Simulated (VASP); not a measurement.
Write the native input for VASP 6.6.1 that does the following.

```
Task                   : single point
Functional             : PBEsol
Potentials or basis    : VASP PAW PBE potentials, release 64 (Hf_pv, N)
Cutoff                 : 520 eV
k mesh                 : 12 × 12 × 12
Occupations            : gaussian, width 0.15 eV
Spin                   : no spin polarisation
Dipole correction      : no
Further INCAR settings : ALGO = Normal; EDIFF = 1e-07; NBANDS = 14
```

The structure of HfN lies in POSCAR:

```
HfN
1.0
    0.0000336621      2.4341718292      2.4341068089
    2.4340876800      0.0000598029      2.4340806681
    2.4340900622      2.4341480705      0.0000574207
Hf N
1 1
Direct
    0.0000150539     -0.0000027500     -0.0000037649
    0.7499849461      0.7500027500      0.7500037649
```

These files were run (other wordings do the same):

INCAR

```
SYSTEM = HfN
  PREC = Accurate
  ENCUT = 520
  EDIFF = 1E-7
  ISMEAR = 0
  SIGMA = 0.15
  LREAL = .FALSE.
  LASPH = .TRUE.
  NELM = 60
  ALGO = Normal
  ISIF = 2
  LWAVE = .FALSE.
  LCHARG = .FALSE.
  GGA = PS
  NBANDS = 14
```

KPOINTS

```
Automatic mesh
0
G
  12 12 12
  0 0 0
```

Potentials or basis: VASP PAW PBE potentials, release 64 (Hf_pv, N).

Launch:

```console
$ cat potpaw_PBE.64/Hf_pv/POTCAR potpaw_PBE.64/N/POTCAR > POTCAR
$ mpirun -np 1 vasp_std > vasp.out
```

Results of the run:

| Quantity | Value |
| --- | --- |
| Pressure | -0.9 GPa |
| Band gap on the k mesh | zero (an odd number of electrons rules out a gap without spin polarisation) |

Caveat: the PAW data sets were made with another functional, which shifts forces and pressure a little; spin-orbit coupling is left out, which moves the levels of the heavy elements.

Wall time 3.7 min on 1 thread of Intel(R) Xeon(R) Platinum 8488C (Sapphire Rapids) (shared host), peak memory 0.47 GiB.
